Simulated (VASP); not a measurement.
# Ag (P6_3/mmc) in VASP: a series of runs

Runs on Ag. Level: PBE. Tasks: electric field gradients.

Everything below comes from runs of VASP 6.6.1. Logs are shortened: lines on timing, memory, paths and dates and some standing lists are left out, and cuts for length are marked.

**1. The cell of the first run**

It takes space group P6_3/mmc (No. 194, hexagonal). Conventional cell: a = 2.886 Å, b = 2.886 Å, c = 10.000 Å, α = 90.00°, β = 90.00°, γ = 120.00°. Ag (site symmetry -6m2) has 12 Ag at 2.89 to 3.00 Å within 3.8 Å. Within 3.8 Å of Ag (site symmetry -3m) lie 12 Ag at 2.89 to 3.00 Å.

This isn't the form of Ag at room conditions, which is fcc.

**2. Electric field gradients, PBE**

INCAR reads:

```
PREC = Accurate
ENCUT = 520
EDIFF = 1E-8
ISMEAR = -1
SIGMA = 0.08
LREAL = F
LASPH = T
NELM = 60
ALGO = Normal
ISIF = 2
LWAVE = F
LCHARG = F
GGA = PE
LEFG = T
NBANDS = 30
```

KPOINTS reads:

```
regular mesh
0
Gamma
  14 14 4
```

POSCAR reads:

```
Ag
1.0
    2.8861989086      0.0000000000      0.0000000000
   -1.4430994543      2.4995215753      0.0000000000
    0.0000000000      0.0000000000     10.0000000000
Ag
4
Direct
    0.3333333333      0.6666666667      0.2500000000
    0.6666666667      0.3333333333      0.7500000000
    0.0000000000      0.0000000000      0.0000000000
    0.0000000000      0.0000000000      0.5000000000
```

Potentials or basis: VASP PAW PBE potentials, release 64 (Ag).

Command:

```console
$ cat potpaw_PBE.64/Ag/POTCAR > POTCAR
$ mpirun -np 1 vasp_std > vasp.out
```

OUTCAR:

```text
PREC = Accurate
   ENCUT = 520
   EDIFF = 1E-8
   ISMEAR = -1
   LREAL = F
   LASPH = T
   NELM = 60
   ISIF = 2
   GGA = PE

 ion  position               nearest neighbor table
   1  0.333  0.667  0.250-   3 3.00   4 3.00   3 3.00   4 3.00   3 3.00   4 3.00
   2  0.667  0.333  0.750-   3 3.00   4 3.00   3 3.00   4 3.00   3 3.00   4 3.00
   3  0.000  0.000  0.000-   1 3.00   2 3.00   2 3.00   1 3.00   2 3.00   1 3.00
   4  0.000  0.000  0.500-   1 3.00   2 3.00   2 3.00   1 3.00   2 3.00   1 3.00

  LATTYP: Found a hexagonal cell.
 ALAT       =     2.8861989086
 C/A-ratio  =     3.4647646668

  Lattice vectors:

 A1 = (   2.8861989086,   0.0000000000,   0.0000000000)
 A2 = (  -1.4430994543,   2.4995215753,   0.0000000000)
 A3 = (   0.0000000000,   0.0000000000,  10.0000000000)

Analysis of symmetry for initial positions (statically):
=====================================================================
 Subroutine PRICEL returns:
 Original cell was already a primitive cell.

 Routine SETGRP: Setting up the symmetry group for a
 hexagonal supercell.

 Subroutine GETGRP returns: Found 24 space group operations
 (whereof 12 operations were pure point group operations)
 out of a pool of 24 trial point group operations.

The static configuration has the point symmetry D_3d.
 The point group associated with its full space group is D_6h.

Analysis of symmetry for dynamics (positions and initial velocities):
=====================================================================
 Subroutine PRICEL returns:
 Original cell was already a primitive cell.

 Routine SETGRP: Setting up the symmetry group for a
 hexagonal supercell.

 Subroutine GETGRP returns: Found 24 space group operations
 (whereof 12 operations were pure point group operations)
 out of a pool of 24 trial point group operations.

The dynamic configuration has the point symmetry D_3d.
 The point group associated with its full space group is D_6h.

 Subroutine INISYM returns: Found 24 space group operations
 (whereof 12 operations are pure point group operations),
 and found     1 'primitive' translations

----------------------------------------------------------------------------------------

                                     Primitive cell

  volume of cell :      72.1412

  direct lattice vectors                    reciprocal lattice vectors
     2.886198909  0.000000000  0.000000000     0.346476467  0.200038281  0.000000000
    -1.443099454  2.499521575  0.000000000     0.000000000  0.400076563  0.000000000
     0.000000000  0.000000000 10.000000000     0.000000000  0.000000000  0.100000000

  length of vectors
     2.886198909  2.886198909 10.000000000     0.400076563  0.400076563  0.100000000

  position of ions in fractional coordinates (direct lattice)
     0.333333333  0.666666667  0.250000000
     0.666666667  0.333333333  0.750000000
     0.000000000  0.000000000  0.000000000
     0.000000000  0.000000000  0.500000000

  ion indices of the primitive-cell ions
   primitive index   ion index
                 1           1
                 2           2
                 3           3
                 4           4

----------------------------------------------------------------------------------------

 KPOINTS: regular mesh

Automatic generation of k-mesh.
 Grid dimensions read from file:
 generate k-points for:   14   14    4

 Generating k-lattice:

  Cartesian coordinates                     Fractional coordinates (reciprocal lattice)
     0.024748319  0.014288449  0.000000000     0.071428571 -0.000000000  0.000000000
     0.000000000  0.028576897  0.000000000     0.000000000  0.071428571  0.000000000
     0.000000000  0.000000000  0.025000000     0.000000000  0.000000000  0.250000000

[... 40 lines left out ...]
   total plane-waves  NPLWV =  46080
   dimension x,y,z NGX =    24 NGY =   24 NGZ =   80
   dimension x,y,z NGXF=    48 NGYF=   48 NGZF=  160
   ions per type =               4
   NGX,Y,Z   is equivalent  to a cutoff of  13.82, 13.82, 13.30 a.u.
   NGXF,Y,Z  is equivalent  to a cutoff of  27.65, 27.65, 26.60 a.u.
 SYSTEM =  unknown system
   PREC   = accura    normal or accurate (medium, high low for compatibility)
   ISTART =      0    job   : 0-new  1-cont  2-samecut
   ICHARG =      2    charge: 1-file 2-atom 10-const
   ISPIN  =      1    spin polarized calculation?
   LNONCOLLINEAR =      F non collinear calculations
   LSORBIT =      F    spin-orbit coupling
   LASPH  =      T    aspherical Exc in radial PAW
   ENCUT  =  520.0 eV  38.22 Ry    6.18 a.u.   5.37  5.37 18.59*2*pi/ulx,y,z
   NELM   =     60;   NELMIN=  2; NELMDL= -5     # of ELM steps
   EDIFF  = 0.1E-07   stopping-criterion for ELM
   LREAL  =      F    real-space projection
   EDIFFG = 0.1E-06   stopping-criterion for IOM
   NSW    =      0    number of steps for IOM
   IBRION =     -1    ionic relax: 0-MD 1-quasi-New 2-CG
   NFREE  =      0    steps in history (QN), initial steepest desc. (CG)
   ISIF   =      2    stress and relaxation
   ISYM   =      2    0-nonsym 1-usesym 2-fastsym
   POTIM  = 0.5000    time-step for ionic-motion
   TEBEG  =    0.0;   TEEND  =   0.0 temperature during run
   PSTRESS=    0.0 pullay stress
   NELECT =      44.0000    total number of electrons
   NUPDOWN=      -1.0000    fix difference up-down
   EMIN   =  10.00;   EMAX   =-10.00  energy-range for DOS
   EFERMI =   0.00;   METHOD = LEGACY
   ISMEAR =    -1;   SIGMA  =   0.08  broadening in eV -4-tet -1-fermi 0-gaus
   EFERMI_NEDOS =   21; number of points for ismear=-14 and -15
   IALGO  =     38    algorithm
   IMIX   =      4    mixing-type and parameters
     AMIX     =   0.40;   BMIX     =  1.00
     AMIX_MAG =   1.60;   BMIX_MAG =  1.00
  volume/ion in A,a.u.               =      18.04       121.71
  Fermi-wavevector in a.u.,A,eV,Ry     =   1.388347  2.623595 26.225328  1.927507
  Thomas-Fermi vector in A             =   2.512482
   LORBIT       =      0    0 simple, 1 ext, 2 COOP (PROOUT), +10 PAW based schemes
   GGA     = PE    functional components
   LHFCALC =     F    Hartree Fock is set to
   AEXX    =    0.0000 exact exchange contribution
   IVDW    =     0    specifies the selected vdW correction
   LEPSILON=     F    determine dielectric tensor
   LRPA    =     F    only Hartree local field effects (RPA)
 non-spin polarized calculation
  energy-cutoff  :      520.00
  volume of cell :       72.14
 maximum number of plane-waves:      1993
 NGX is ok and might be reduce to    24
   NGX = 11   NGY = 11   NGZ = 37

 number of electron      43.9999999 magnetization

 Free energy of the ion-electron system (eV)
  ---------------------------------------------------
  ext. energy  EPLUGINS =         0.00000000
  ---------------------------------------------------
  free energy    TOTEN  =       -10.82391056 eV

  energy without entropy =      -10.79637122  energy(sigma->0) =      -10.81014089

 E-fermi :   7.6558     XC(G=0): -11.8740

 val. band max:        7.6152910862   @ k =   0.2143   0.0714   0.5000
 cond. band min:       7.6567064392   @ k =   0.3571   0.1429   0.5000
 fundamental gap:      0.0414153530
 Fermi energy:         7.6557888585

 k-point     1 :       0.0000    0.0000    0.0000
  band No.  band energies     occupation
      1       0.3079      2.00000
      2       1.4642      2.00000
      3       1.4669      2.00000
      4       1.5483      2.00000
      5       2.8387      2.00000
      6       3.0773      2.00000
[... 781 lines left out ...]
     29      14.2048      0.00000
     30      16.4055      0.00000

 [... further k-points ...]

------------------------ aborting loop because EDIFF is reached ----------------------------------------

  FORCE on cell =-STRESS in cart. coord.  units (eV):
  Direction    XX          YY          ZZ          XY          YZ          ZX
  --------------------------------------------------------------------------------------
  -------------------------------------------------------------------------------------
  Total        0.5199780      0.5199780     -1.6906336      0.0000000      0.0000000     -0.0000000
  in kB       11.5481488     11.5481488    -37.5471461      0.0000000      0.0000000     -0.0000000
  external PRESSURE =      -4.8169495 kB  Pullay stress =       0.0000000 kB

 VOLUME and BASIS-vectors are now :
 -----------------------------------------------------------------------------
  energy-cutoff  :      520.00
  volume of cell :       72.14
      direct lattice vectors                 reciprocal lattice vectors
     2.886198909  0.000000000  0.000000000     0.346476467  0.200038281  0.000000000
    -1.443099454  2.499521575  0.000000000     0.000000000  0.400076563  0.000000000
     0.000000000  0.000000000 10.000000000     0.000000000  0.000000000  0.100000000

 POSITION                                       TOTAL-FORCE (eV/Angst)
 -----------------------------------------------------------------------------------
     -0.00000      1.66635      2.50000        -0.000000      0.000000      0.000000
      1.44310      0.83317      7.50000         0.000000     -0.000000     -0.000000
      0.00000      0.00000      0.00000         0.000000      0.000000     -0.000000
      0.00000      0.00000      5.00000         0.000000      0.000000     -0.000000
 -----------------------------------------------------------------------------------
    total drift:                               -0.000000      0.000000     -0.000000

  FREE ENERGIE OF THE ION-ELECTRON SYSTEM (eV)
  ---------------------------------------------------
  free  energy   TOTEN  =       -10.8239105617 eV

  energy  without entropy=      -10.7963712209  energy(sigma->0) =      -10.81014089

 Electric field gradients (V/A^2)
---------------------------------------------------------------------
 ion       V_xx      V_yy      V_zz      V_xy      V_xz      V_yz
---------------------------------------------------------------------
   1      -5.188    -5.188    10.376    -0.000     0.000     0.000
   2      -5.188    -5.188    10.376    -0.000     0.000    -0.000
   3      -4.691    -4.692     9.383    -0.000     0.000    -0.000
   4      -4.691    -4.692     9.383    -0.000    -0.000     0.000
---------------------------------------------------------------------

 Electric field gradients after diagonalization (V/A^2)
 (convention: |V_zz| > |V_xx| > |V_yy|)
----------------------------------------------------------------------
 ion       V_xx      V_yy      V_zz     asymmetry (V_yy - V_xx)/ V_zz
----------------------------------------------------------------------
   1      -5.188    -5.188    10.376       0.000
   2      -5.188    -5.188    10.376       0.000
   3      -4.692    -4.691     9.383       0.000
   4      -4.692    -4.691     9.383       0.000
----------------------------------------------------------------------

           NMR quadrupolar parameters

 Cq : quadrupolar parameter    Cq=e*Q*V_zz/h
 eta: asymmetry parameters     (V_yy - V_xx)/ V_zz
 Q  : nuclear electric quadrupole moment in mb (millibarn)
----------------------------------------------------------------------
 ion       Cq(MHz)       eta       Q (mb)
----------------------------------------------------------------------
   1       0.025       0.000       1.000
   2       0.025       0.000       1.000
   3       0.023       0.000       1.000
   4       0.023       0.000       1.000
----------------------------------------------------------------------
```

Run time: 2 min. Hardware: 1 thread of Intel Xeon Platinum 8488C (Sapphire Rapids), shared host; peak memory 0.27 GiB.

Results:

- Free energy: -10.8239 eV
- Pressure: -0.5 GPa
- Band gap on the k mesh: zero (bands 22 and 23 overlap by 6.11 eV)
- Largest electric field gradient by atom: Ag +10.4, +9.4 (each value once) V/Å²

Electric field gradients, principal values (V/Å²):
| atom | least | middle | greatest (by size) |
| --- | --- | --- | --- |
| 1 Ag | -5.188 | -5.188 | 10.376 |
| 2 Ag | -5.188 | -5.188 | 10.376 |
| 3 Ag | -4.691 | -4.692 | 9.383 |
| 4 Ag | -4.691 | -4.692 | 9.383 |

Caveat: without QUAD_EFG the Cq values of the log hold for a quadrupole moment of 1 mb, not for the nuclei.

(Continued in part 2 of 3.)
